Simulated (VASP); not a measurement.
# MgO (Fm-3m) in VASP: single point with r2SCAN

Aim: the single point of MgO with r2SCAN.

All numbers are computed with VASP 6.6.1; they aren't measurements. Logs are shortened: lines on timing, memory, paths and dates and some standing lists are left out, and cuts for length are marked.

**1. The cell of the first run**

It takes space group Fm-3m (No. 225, cubic). Conventional cell: a = 4.327 Å, b = 4.327 Å, c = 4.327 Å, α = 90.00°, β = 90.00°, γ = 90.00°. Within 2.9 Å of Mg (site symmetry m-3m) lie 6 O at 2.16 Å. O (site symmetry m-3m) has 6 Mg at 2.16 Å within 2.9 Å.

**2. Single point, r2SCAN**

POSCAR

```
MgO
1.0
    0.0000000000      2.1636000000      2.1636000000
    2.1636000000      0.0000000000      2.1636000000
    2.1636000000      2.1636000000      0.0000000000
Mg O
1 1
Direct
    0.0000000000      0.0000000000      0.0000000000
    0.5000000000      0.5000000000      0.5000000000
```

INCAR.step1

```
SYSTEM = MgO
PREC = Accurate
ENCUT = 750
ISMEAR = 0
SIGMA = 0.02
LREAL = .FALSE.
LASPH = .TRUE.
NELM = 120
NBANDS = 15
GGA = PE
ALGO = Normal
EDIFF = 1E-5
LWAVE = .TRUE.
LCHARG = .FALSE.
GGA_COMPAT = .FALSE.
```

INCAR.step2

```
SYSTEM = MgO
PREC = Accurate
ENCUT = 750
EDIFF = 1E-6
ISMEAR = 0
SIGMA = 0.02
LREAL = .FALSE.
LASPH = .TRUE.
NELM = 120
ALGO = Normal
ISIF = 2
LWAVE = .FALSE.
LCHARG = .FALSE.
METAGGA = R2SCAN
LMIXTAU = .TRUE.
NBANDS = 15
ISTART = 1
GGA_COMPAT = .FALSE.
```

KPOINTS

```
Automatic mesh
0
G
  8 8 8
  0 0 0
```

Potentials or basis: VASP PAW PBE potentials, release 64 (Mg_sv, O).

Started as:

```console
> cat potpaw_PBE.64/Mg_sv/POTCAR potpaw_PBE.64/O/POTCAR > POTCAR
> cp INCAR.step1 INCAR
> mpirun -np 1 vasp_std > vasp.out
> cp INCAR.step2 INCAR
> mpirun -np 1 vasp_std > vasp.out
```

OUTCAR:

```text
SYSTEM = MgO
   PREC = Accurate
   ENCUT = 750
   EDIFF = 1E-6
   ISMEAR = 0
   LREAL = .FALSE.
   LASPH = .TRUE.
   NELM = 120
   ISIF = 2
   METAGGA = R2SCAN
   ISTART = 1

 ion  position               nearest neighbor table
   1  0.000  0.000  0.000-
   2  0.500  0.500  0.500-

  LATTYP: Found a face centered cubic cell.
 ALAT       =     4.3272000000

  Lattice vectors:

 A1 = (   0.0000000000,   2.1636000000,   2.1636000000)
 A2 = (   2.1636000000,   0.0000000000,   2.1636000000)
 A3 = (   2.1636000000,   2.1636000000,   0.0000000000)

Analysis of symmetry for initial positions (statically):
=====================================================================
 Subroutine PRICEL returns:
 Original cell was already a primitive cell.

 Routine SETGRP: Setting up the symmetry group for a
 face centered cubic supercell.

 Subroutine GETGRP returns: Found 48 space group operations
 (whereof 48 operations were pure point group operations)
 out of a pool of 48 trial point group operations.

The static configuration has the point symmetry O_h .

Analysis of symmetry for dynamics (positions and initial velocities):
=====================================================================
 Subroutine PRICEL returns:
 Original cell was already a primitive cell.

 Routine SETGRP: Setting up the symmetry group for a
 face centered cubic supercell.

 Subroutine GETGRP returns: Found 48 space group operations
 (whereof 48 operations were pure point group operations)
 out of a pool of 48 trial point group operations.

The dynamic configuration has the point symmetry O_h .

 Subroutine INISYM returns: Found 48 space group operations
 (whereof 48 operations are pure point group operations),
 and found     1 'primitive' translations

----------------------------------------------------------------------------------------

                                     Primitive cell

  volume of cell :      20.2563

  direct lattice vectors                    reciprocal lattice vectors
     0.000000000  2.163600000  2.163600000    -0.231096321  0.231096321  0.231096321
     2.163600000  0.000000000  2.163600000     0.231096321 -0.231096321  0.231096321
     2.163600000  2.163600000  0.000000000     0.231096321  0.231096321 -0.231096321

  length of vectors
     3.059792464  3.059792464  3.059792464     0.400270569  0.400270569  0.400270569

  position of ions in fractional coordinates (direct lattice)
     0.000000000  0.000000000  0.000000000
     0.500000000  0.500000000  0.500000000

  ion indices of the primitive-cell ions
   primitive index   ion index
                 1           1
                 2           2

----------------------------------------------------------------------------------------

 KPOINTS: Automatic mesh

Automatic generation of k-mesh.
 Grid dimensions read from file:
 generate k-points for:    8    8    8

 Generating k-lattice:

  Cartesian coordinates                     Fractional coordinates (reciprocal lattice)
    -0.028887040  0.028887040  0.028887040     0.125000000  0.000000000  0.000000000
     0.028887040 -0.028887040  0.028887040     0.000000000  0.125000000  0.000000000
     0.028887040  0.028887040 -0.028887040     0.000000000  0.000000000  0.125000000

  Length of vectors
     0.050033821  0.050033821  0.050033821

  Shift w.r.t. Gamma in fractional coordinates (k-lattice)
     0.000000000  0.000000000  0.000000000

 Subroutine IBZKPT returns following result:
 ===========================================

 Found     29 irreducible k-points:

 Following reciprocal coordinates:
            Coordinates               Weight
  0.000000  0.000000  0.000000      1.000000
  0.125000  0.000000  0.000000      8.000000
  0.250000  0.000000  0.000000      8.000000
  0.375000  0.000000  0.000000      8.000000
  0.500000  0.000000  0.000000      4.000000
  0.125000  0.125000  0.000000      6.000000
[... 16 lines left out ...]
  0.500000  0.250000  0.125000     48.000000
 -0.375000  0.250000  0.125000     24.000000
 [... further k-points ...]
   k-points           NKPTS =     29   k-points in BZ     NKDIM =     29   number of bands    NBANDS=     15
   number of dos      NEDOS =    301   number of ions     NIONS =      2
   total plane-waves  NPLWV =  21952
   dimension x,y,z NGX =    28 NGY =   28 NGZ =   28
   dimension x,y,z NGXF=    56 NGYF=   56 NGZF=   56
   ions per type =               1   1
   NGX,Y,Z   is equivalent  to a cutoff of  15.21, 15.21, 15.21 a.u.
   NGXF,Y,Z  is equivalent  to a cutoff of  30.43, 30.43, 30.43 a.u.
 SYSTEM =  MgO
   PREC   = accura    normal or accurate (medium, high low for compatibility)
   ISTART =      1    job   : 0-new  1-cont  2-samecut
   ICHARG =      0    charge: 1-file 2-atom 10-const
   ISPIN  =      1    spin polarized calculation?
   LNONCOLLINEAR =      F non collinear calculations
   LSORBIT =      F    spin-orbit coupling
   LASPH  =      T    aspherical Exc in radial PAW
   ENCUT  =  750.0 eV  55.12 Ry    7.42 a.u.   6.83  6.83  6.83*2*pi/ulx,y,z
   NELM   =    120;   NELMIN=  2; NELMDL=  0     # of ELM steps
   EDIFF  = 0.1E-05   stopping-criterion for ELM
   LREAL  =      F    real-space projection
   EDIFFG = 0.1E-04   stopping-criterion for IOM
   NSW    =      0    number of steps for IOM
   IBRION =     -1    ionic relax: 0-MD 1-quasi-New 2-CG
   NFREE  =      0    steps in history (QN), initial steepest desc. (CG)
   ISIF   =      2    stress and relaxation
   ISYM   =      2    0-nonsym 1-usesym 2-fastsym
   POTIM  = 0.5000    time-step for ionic-motion
   TEBEG  =    0.0;   TEEND  =   0.0 temperature during run
   PSTRESS=    0.0 pullay stress
   NELECT =      16.0000    total number of electrons
   NUPDOWN=      -1.0000    fix difference up-down
   EMIN   =  10.00;   EMAX   =-10.00  energy-range for DOS
   EFERMI =   0.00;   METHOD = LEGACY
   ISMEAR =     0;   SIGMA  =   0.02  broadening in eV -4-tet -1-fermi 0-gaus
   EFERMI_NEDOS =   21; number of points for ismear=-14 and -15
   IALGO  =     38    algorithm
   IMIX   =      4    mixing-type and parameters
     AMIX     =   0.40;   BMIX     =  1.00
     AMIX_MAG =   1.60;   BMIX_MAG =  1.00
  volume/ion in A,a.u.               =      10.13        68.35
  Fermi-wavevector in a.u.,A,eV,Ry     =   1.513310  2.859741 31.158793  2.290107
  Thomas-Fermi vector in A             =   2.623118
   LORBIT       =      0    0 simple, 1 ext, 2 COOP (PROOUT), +10 PAW based schemes
   METAGGA = R2SCAN    functional components
   LHFCALC =     F    Hartree Fock is set to
   AEXX    =    0.0000 exact exchange contribution
   IVDW    =     0    specifies the selected vdW correction
   LEPSILON=     F    determine dielectric tensor
   LRPA    =     F    only Hartree local field effects (RPA)
 non-spin polarized calculation
 Gauss-broadening in eV      SIGMA  =   0.02
  energy-cutoff  :      750.00
  volume of cell :       20.26
 maximum number of plane-waves:       960
   NGX = 13   NGY = 13   NGZ = 13

 number of electron      16.0000007 magnetization

 Free energy of the ion-electron system (eV)
  ---------------------------------------------------
  ext. energy  EPLUGINS =         0.00000000
  ---------------------------------------------------
  free energy    TOTEN  =       -16.10452325 eV

  energy without entropy =      -16.10452325  energy(sigma->0) =      -16.10452325

 E-fermi :   2.2967     XC(G=0): -11.5979

 val. band max:        1.9674476854   @ k =   0.0000   0.0000   0.0000
 cond. band min:       6.8448986827   @ k =   0.0000   0.0000   0.0000
 fundamental gap:      4.8774509973
 Fermi energy:         2.2967099229

 k-point     1 :       0.0000    0.0000    0.0000
  band No.  band energies     occupation
      1     -73.3220      2.00000
      2     -38.4193      2.00000
      3     -38.4193      2.00000
      4     -38.4193      2.00000
      5     -15.8307      2.00000
      6       1.9674      2.00000
      7       1.9674      2.00000
      8       1.9674      2.00000
      9       6.8449      0.00000
     10      18.3466      0.00000
     11      18.3466      0.00000
     12      18.3466      0.00000
     13      22.2200      0.00000
     14      23.9782      0.00000
     15      23.9782      0.00000

 k-point     2 :       0.1250    0.0000    0.0000
  band No.  band energies     occupation
      1     -73.3212      2.00000
      2     -38.4280      2.00000
      3     -38.4201      2.00000
      4     -38.4201      2.00000
      5     -15.6895      2.00000
      6       1.0824      2.00000
      7       1.8752      2.00000
      8       1.8752      2.00000
      9       7.7423      0.00000
     10      16.6896      0.00000
     11      18.6795      0.00000
     12      18.6795      0.00000
     13      22.9224      0.00000
     14      22.9224      0.00000
     15      24.2345      0.00000

 k-point     3 :       0.2500    0.0000    0.0000
  band No.  band energies     occupation
      1     -73.3193      2.00000
      2     -38.4496      2.00000
      3     -38.4222      2.00000
      4     -38.4222      2.00000
      5     -15.3279      2.00000
      6      -0.5004      2.00000
      7       1.6616      2.00000
      8       1.6616      2.00000
      9       9.2413      0.00000
     10      15.0814      0.00000
     11      19.0806      0.00000
     12      19.0806      0.00000
     13      22.5375      0.00000
     14      22.5375      0.00000
     15      24.2398      0.00000
[... 343 lines left out ...]
 k-point    23 :       0.5000    0.2500    0.1250
  band No.  band energies     occupation
      1     -73.3165      2.00000
      2     -38.4648      2.00000
      3     -38.4386      2.00000
      4     -38.4285      2.00000
      5     -14.7693      2.00000
      6      -1.4486      2.00000
      7       0.3963      2.00000
      8       1.1778      2.00000
      9      11.7527      0.00000
     10      14.1086      0.00000
     11      16.2526      0.00000
     12      19.4199      0.00000
     13      22.0422      0.00000
     14      24.7414      0.00000
     15      28.3046      0.00000

 k-point    24 :      -0.3750    0.2500    0.1250
  band No.  band energies     occupation
      1     -73.3159      2.00000
      2     -38.4699      2.00000
      3     -38.4400      2.00000
      4     -38.4303      2.00000
      5     -14.6351      2.00000
      6      -1.7053      2.00000
      7       0.2066      2.00000
      8       1.0669      2.00000
      9      12.0243      0.00000
     10      14.5264      0.00000
     11      15.8492      0.00000
     12      19.1594      0.00000
     13      22.8061      0.00000
     14      24.4229      0.00000
     15      28.4769      0.00000

 [... further k-points ...]

------------------------ aborting loop because EDIFF is reached ----------------------------------------

  FORCE on cell =-STRESS in cart. coord.  units (eV):
  Direction    XX          YY          ZZ          XY          YZ          ZX
  --------------------------------------------------------------------------------------
  -------------------------------------------------------------------------------------
  Total       -1.5650243     -1.5650243     -1.5650243      0.0000000      0.0000000      0.0000000
  in kB     -123.7857808   -123.7857808   -123.7857808      0.0000000      0.0000000      0.0000000
  external PRESSURE =    -123.7857808 kB  Pullay stress =       0.0000000 kB

 VOLUME and BASIS-vectors are now :
 -----------------------------------------------------------------------------
  energy-cutoff  :      750.00
  volume of cell :       20.26
      direct lattice vectors                 reciprocal lattice vectors
     0.000000000  2.163600000  2.163600000    -0.231096321  0.231096321  0.231096321
     2.163600000  0.000000000  2.163600000     0.231096321 -0.231096321  0.231096321
     2.163600000  2.163600000  0.000000000     0.231096321  0.231096321 -0.231096321

 POSITION                                       TOTAL-FORCE (eV/Angst)
 -----------------------------------------------------------------------------------
      0.00000      0.00000      0.00000         0.000000      0.000000      0.000000
      2.16360      2.16360      2.16360         0.000000     -0.000000     -0.000000
 -----------------------------------------------------------------------------------
    total drift:                                0.000000      0.000000      0.000000

  FREE ENERGIE OF THE ION-ELECTRON SYSTEM (eV)
  ---------------------------------------------------
  free  energy   TOTEN  =       -16.1045232549 eV

  energy  without entropy=      -16.1045232549  energy(sigma->0) =      -16.10452325
```

It took 66 s on 1 thread of Intel Xeon Platinum 8488C (Sapphire Rapids), shared host; peak memory 0.16 GiB.

What came out:

| Property | Result |
| --- | --- |
| Free energy | -16.1045 eV |
| Pressure | -12.4 GPa |
| Band gap on the k mesh | 4.88 eV |

Levels at points of the mesh, in eV from the valence-band top:
| k point | band 6 | band 7 | band 8 | band 9 | band 10 | band 11 |
| --- | --- | --- | --- | --- | --- | --- |
| (0.00, 0.00, 0.00) | 0.00 | 0.00 | 0.00 | 4.88 | 16.38 | 16.38 |
| (0.50, 0.00, 0.00) | -4.25 | -0.59 | -0.59 | 8.30 | 12.90 | 16.67 |
| (0.50, 0.50, 0.00) | -3.75 | -1.26 | -1.26 | 9.91 | 10.30 | 13.43 |

Caveat: the cell stands under tension; the PAW data sets were made with another functional, which shifts forces and pressure a little.
